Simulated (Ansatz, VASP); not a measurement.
**One calculation of B, two programs**

The input INCAR:

```
  AGGAC = 1.0
  AGGAX = 1.0
  ALDAC = 0.0
  ALDAX = 1.0
  ALGO = Normal
  EDIFF = 1E-6
  ENCUT = 520
  GGA = B5
  ISIF = 2
  ISMEAR = -1
  LASPH = True
  LCHARG = False
  LREAL = False
  LWAVE = False
  NBANDS = 10
  NELM = 80
  PREC = Accurate
  SIGMA = 0.1
```

Contents of KPOINTS:

```
k-points
0
Gamma
  15 15 15
```

Contents of POSCAR:

```
B
1.0
    0.0000000000      1.9589175049      1.9589175049
    1.9589175049      0.0000000000      1.9589175049
    1.9589175049      1.9589175049      0.0000000000
B
2
Direct
    0.1250000000      0.1250000000      0.1250000000
    0.8750000000      0.8750000000      0.8750000000
```

Input for Ansatz:

```yaml
crystal:
  lattice:
    - [0.0, 1.9589175049, 1.9589175049]
    - [1.9589175049, 0.0, 1.9589175049]
    - [1.9589175049, 1.9589175049, 0.0]
  atoms:
    - { symbol: B, position: [0.125, 0.125, 0.125] }
    - { symbol: B, position: [0.875, 0.875, 0.875] }
hamiltonian:
  xc: blyp
  pseudopotentials:
    kind: paw
    azcp:
      B: "pseudopotentials/B.paw.azcp"
basis:
  ecutwfc: 420
  fft_grid_basis: typed
kpoints:
  mp_grid: { grid: [15, 15, 15], shift: [0, 0, 0] }
magnetization:
  spin_polarized: false
scf:
  occupations: { method: fermi_dirac, width: 0.1 }
  lower_state_search: "off"
output:
  stress: true
```

Alike in both runs: task single point; functional BLYP; k mesh 15 × 15 × 15; occupations fermi-dirac, width 0.1 eV; no spin polarisation.

```csv
,VASP,Ansatz
version,VASP 6.6.1,Ansatz 0.2.0
potentials or method,"VASP PAW PBE potentials, release 64 (B), cutoff 520 eV","plane waves (420 eV) with PAW, scalar-relativistic"
valence electrons in the cell,6,6
```

|  | VASP | Ansatz | Ansatz less VASP |
| --- | --- | --- | --- |
| pressure (GPa) | 26.3 | 26.3 | -0.09 |

VASP's potentials were made for PBE, not for BLYP. The functional is the same, so the differences come from potentials, cutoffs and numerics.
